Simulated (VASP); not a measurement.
Input of a VASP 6.6.1 run:

The input INCAR:

```
  PREC = Accurate
  ENCUT = 600
  EDIFF = 1E-8
  ISMEAR = 0
  SIGMA = 0.01
  LREAL = F
  LASPH = T
  NELM = 100
  ALGO = Normal
  ISIF = 3
  LWAVE = F
  LCHARG = T
  GGA = CA
  IBRION = 6
  NFREE = 2
  POTIM = 0.015
  NSW = 1
```

Contents of KPOINTS:

```
Automatic mesh
0
Gamma
  12 12 6
```

The input POSCAR:

```
BN
1.0
    2.5069531345      0.0000000000      0.0000000000
   -1.2534765672      2.1710851006      0.0000000000
    0.0000000000      0.0000000000      4.1488953227
B N
2 2
Direct
    0.6666666667      0.3333333333      0.9996232220
    0.3333333333      0.6666666667      0.4996232220
    0.6666666667      0.3333333333      0.6253767780
    0.3333333333      0.6666666667      0.1253767780
```

Potentials or basis: VASP PAW LDA potentials, release 64 (B, N).

Run with:

```console
$ cat potpaw_LDA.64/B/POTCAR potpaw_LDA.64/N/POTCAR > POTCAR
$ mpirun -np 1 vasp_std > vasp.out
```

(1) What does it give for the Voigt bulk modulus?

(2) Estimate the highest phonon frequency at Γ, LO-TO splitting left out.

## Answers

(1) 425 GPa.

(2) 1151 cm⁻¹.

Caveat: the cell is under stress, which shifts elastic constants.
